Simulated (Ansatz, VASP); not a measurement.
## One calculation of Ni, two programs

```
Ni
1.0
     2.35586    0.00000    0.00000
    -1.17793    2.04024    0.00000
     0.00000    0.00000    7.72625
Ni
4
Direct
  0.00000 0.00000 0.00000
  0.00000 0.00000 0.50000
  0.33333 0.66667 0.25000
  0.66667 0.33333 0.75000
```

Alike in both runs: task single point; functional r2SCAN; k mesh 16 × 16 × 5; occupations fermi-dirac, width 0.05 eV; collinear spin.

```csv
,VASP,Ansatz
version,VASP 6.6.1,Ansatz 0.2.0
potentials or method,"VASP PAW PBE potentials, release 64 (Ni), cutoff 520 eV","plane waves (500 eV) with PAW, scalar-relativistic"
valence electrons in the cell,40,72
```

```tsv
	VASP	Ansatz	Ansatz less VASP
net moment per atom (μB)	0.65	0.67	+0.026
size of the moment on the site where the two differ most (μB)	0.65	0.73	+0.081
```

VASP's potentials were made for PBE, not for r2SCAN. Site moments also hang on the region over which each program counts them. VASP's potentials hold 40 valence electrons a cell and Ansatz's 72, so a difference there can come from the potentials and not from the codes. Ansatz's warnings: stability check not made.
